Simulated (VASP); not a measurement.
A run of VASP 6.6.1 is set up as follows.

INCAR

```
ALGO     = Normal         # electronic algorithm
EDIFF    = 1E-6           # SCF threshold, eV
ENCUT    = 520            # plane-wave cutoff, eV
GGA      = PS             # functional
ISIF     = 2              # what is computed and relaxed
ISMEAR   = 0              # smearing method
ISPIN    = 2              # spin polarisation
LASPH    = True           # aspherical terms in the spheres
LCHARG   = True           # write CHGCAR
LELF     = True           # ELF
LMAXMIX  = 4              # l up to which the mixer works
LORBIT   = 11             # projections on sites
LREAL    = Auto         
LVHAR    = True         
LWAVE    = False          # write WAVECAR
MAGMOM   = 0 0 0 0 5 0 0 0 0 0 0 0 0 0 0 0 0 0 0 0 # initial moments
NBANDS   = 90             # bands
NELM     = 150            # most SCF steps
PREC     = Accurate       # precision mode
SIGMA    = 0.05           # smearing width, eV
```

KPOINTS

```
k-points
0
Gamma
  3 3 2
```

File POSCAR:

```
K4Mg3MnF12
1.0
    3.9897000000      3.9897000000      0.0000000000
   -3.9897000000      3.9897000000      0.0000000000
    0.0000000000      0.0000000000      7.9794000000
K Mn Mg F
4 1 3 12
Direct
    0.5000000000      0.0000000000      0.2525222559
    0.5000000000      0.0000000000      0.7474777441
    0.0000000000      0.5000000000      0.2525222559
    0.0000000000      0.5000000000      0.7474777441
    0.0000000000      0.0000000000      1.0000000000
    0.0000000000      0.0000000000      0.5000000000
    0.5000000000      0.5000000000      1.0000000000
    0.5000000000      0.5000000000      0.5000000000
    0.2579598194      0.7420401806      1.0000000000
    0.2504529799      0.7495470201      0.5000000000
    0.7420401806      0.2579598194      1.0000000000
    0.7495470201      0.2504529799      0.5000000000
    0.2579598194      0.2579598194      1.0000000000
    0.2504529799      0.2504529799      0.5000000000
    0.7420401806      0.7420401806      1.0000000000
    0.7495470201      0.7495470201      0.5000000000
    0.0000000000      0.0000000000      0.2589899289
    0.0000000000      0.0000000000      0.7410100711
    0.5000000000      0.5000000000      0.2516091629
    0.5000000000      0.5000000000      0.7483908371
```

Potentials or basis: VASP PAW PBE potentials, release 64 (K_sv, Mn_pv, Mg, F).

The run is started by

```sh
$ cat potpaw_PBE.64/K_sv/POTCAR potpaw_PBE.64/Mn_pv/POTCAR potpaw_PBE.64/Mg/POTCAR potpaw_PBE.64/F/POTCAR > POTCAR
$ mpirun -np 1 vasp_std > vasp.out
```

(1) Predict the pressure.

(2) Estimate the band gap on the k mesh.

Results:

(1) 2.6 GPa.

(2) 2.61 eV.

Caveat: the PAW data sets were made with another functional, which shifts forces and pressure a little; a cell with one magnetic atom can't hold antiferromagnetic order, which such compounds often take.
